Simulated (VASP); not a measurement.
Runs of VASP 6.6.1 on Al2GaP2. The structure is that of space group P4mm (No. 99), or close to it. The cells are those of the table. 

```tsv
task	cell	k mesh	cutoff (eV)	gap on the mesh (eV)	pressure (GPa)	relaxed volume (Å³/atom)	largest force (eV/Å)
relaxation of cell and atoms	relaxed from a = 3.384, b = 3.384, c = 8.734 Å, 5 atoms	12 × 12 × 4	600	-	0.0	19.99	-
single point	a = 3.868, b = 3.868, c = 6.780 Å, 5 atoms	4 × 4 × 4	520	none	(a)	-	15.31
relaxation of cell and atoms	relaxed from a = 3.367, b = 3.367, c = 8.810 Å, 5 atoms	6 × 6 × 2	600	-	0.0	19.99	0.04
single point	a = 3.373, b = 3.373, c = 8.785 Å, 5 atoms	12 × 12 × 4	520	none	0.0	-	0.01
single point	a = 3.367, b = 3.367, c = 8.810 Å, 5 atoms	4 × 4 × 4	520	none	0.0	-	0.01
single point	a = 3.384, b = 3.384, c = 8.734 Å, 5 atoms	6 × 6 × 2	520	none	0.0	-	0.01
relaxation of cell and atoms	relaxed from a = 3.868, b = 3.868, c = 6.780 Å, 5 atoms	4 × 4 × 4	600	-	0.0	19.97	-
```

Alike in all rows: level PBE; potentials or basis VASP PAW PBE potentials, release 64 (Al, Ga_d, P); no spin polarisation; smearing gaussian 0.1 eV.

Q: Estimate the missing entries.

A: (a) 14.8.

Caveats: some runs use coarse meshes; the bands computed are all filled at some k points, so no gap is given (some runs); forces of over 1 eV/Å act on the atoms, so gaps and moduli don't describe the material at rest (some runs).

A k mesh can miss the band edges, and the runs leave out spin-orbit coupling on Ga.

A gap of «none» marks levels without a gap at the run's occupations.
